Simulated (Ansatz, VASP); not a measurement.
**Two plane-wave programs on ZnS**

```
Zn S
1.0
     0.00000    2.64847    2.64847
     2.64847    0.00000    2.64847
     2.64847    2.64847    0.00000
Zn S
1 1
Direct
  0.25000 0.25000 0.25000
  0.00000 0.00000 0.00000
```

Alike in both runs: functional LDA; k mesh 10 × 10 × 10; occupations gaussian, width 0.02 eV; no spin polarisation.

Ansatz relaxed the structure, and its values are those at the end. VASP's run is a single point on that final structure, the one shown.

```csv
,VASP,Ansatz
version,VASP 6.6.1,Ansatz 0.2.0
potentials or method,"VASP PAW LDA potentials, release 64 (Zn, S), cutoff 520 eV","scalar-relativistic, plane waves, PAW"
valence electrons in the cell,18,18
```

|  | VASP | Ansatz | Ansatz less VASP |
| --- | --- | --- | --- |
| gap on the k mesh at the Fermi level (eV) | 2.16 | 2.13 | -0.035 |
| least direct gap on the mesh (eV) | 2.16 | 2.13 | -0.035 |
| pressure (GPa) | 0.2 | 0.0 | -0.23 |

LDA's correlation is that of Perdew and Zunger in VASP and of Perdew and Wang (1992) in Ansatz.
